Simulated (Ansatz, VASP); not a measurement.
## NaHF2: VASP beside Ansatz

INCAR

```
  PREC = Accurate
  ENCUT = 520
  EDIFF = 1E-6
  ISMEAR = 0
  SIGMA = 0.05
  LREAL = F
  LASPH = T
  NELM = 80
  ALGO = Normal
  ISIF = 2
  LWAVE = F
  LCHARG = F
  GGA = PS
  IVDW = 12
  NBANDS = 19
```

The input KPOINTS:

```
Automatic mesh
0
Gamma
  9 9 9
```

File POSCAR:

```
NaHF2
1.0
    1.8338500000      1.0587737912      5.5561000000
   -1.8338500000      1.0587737912      5.5561000000
    0.0000000000     -2.1175475823      5.5561000000
Na H F
1 1 2
Direct
    0.0000000000      0.0000000000      0.0000000000
    0.5000000000      0.5000000000      0.5000000000
    0.4168825606      0.4168825606      0.4168825606
    0.5831174394      0.5831174394      0.5831174394
```

Input for Ansatz:

```yaml
crystal:
  lattice:
    - [1.83385, 1.0587737912, 5.5561]
    - [-1.83385, 1.0587737912, 5.5561]
    - [0.0, -2.1175475823, 5.5561]
  atoms:
    - { symbol: Na, position: [0.0, 0.0, 0.0] }
    - { symbol: H, position: [0.5, 0.5, 0.5] }
    - { symbol: F, position: [0.4168825606, 0.4168825606, 0.4168825606] }
    - { symbol: F, position: [0.5831174394, 0.5831174394, 0.5831174394] }
basis:
  ecutwfc: 520.0
kpoints:
  mp_grid: { grid: [9, 9, 9] }
hamiltonian:
  xc: pbesol
  pseudopotentials: { kind: paw }
  dispersion: d3bj
scf:
  occupations: { method: gaussian, width: 0.05 }
output:
  forces: true
  stress: true
  eigenvalues: true
```

Alike in both runs: task single point; functional PBEsol; dispersion D3(BJ); k mesh 9 × 9 × 9; occupations gaussian, width 0.05 eV; no spin polarisation.

```csv
,VASP,Ansatz
version,VASP 6.6.1,Ansatz 0.2.0
potentials or method,"VASP PAW PBE potentials, release 64 (Na_pv, H, F), cutoff 520 eV","scalar-relativistic, plane waves, PAW"
valence electrons in the cell,22,24
```

Ansatz gave:

| Property | Result |
| --- | --- |
| gap on the k mesh at the Fermi level (eV) | 5.45 |
| least direct gap on the mesh (eV) | 5.54 |
| pressure (GPa) | -10.8 |
| traceless stress, the component that is largest in VASP (GPa) | -15.04 |
| rms of the force components (eV/Å) | 0.953 |

Task: Which values does VASP return?

Result: gap on the k mesh at the Fermi level (eV): 5.43; least direct gap on the mesh (eV): 5.52; pressure (GPa): -11.0; traceless stress, the component that is largest in VASP (GPa): -14.96; rms of the force components (eV/Å): 0.950.

VASP's potentials were made for PBE, not for PBEsol. Atom by atom the forces differ by 0.003 eV/Å (rms over components). VASP's potentials hold 22 valence electrons a cell and Ansatz's 24, so a difference there can come from the potentials and not from the codes.
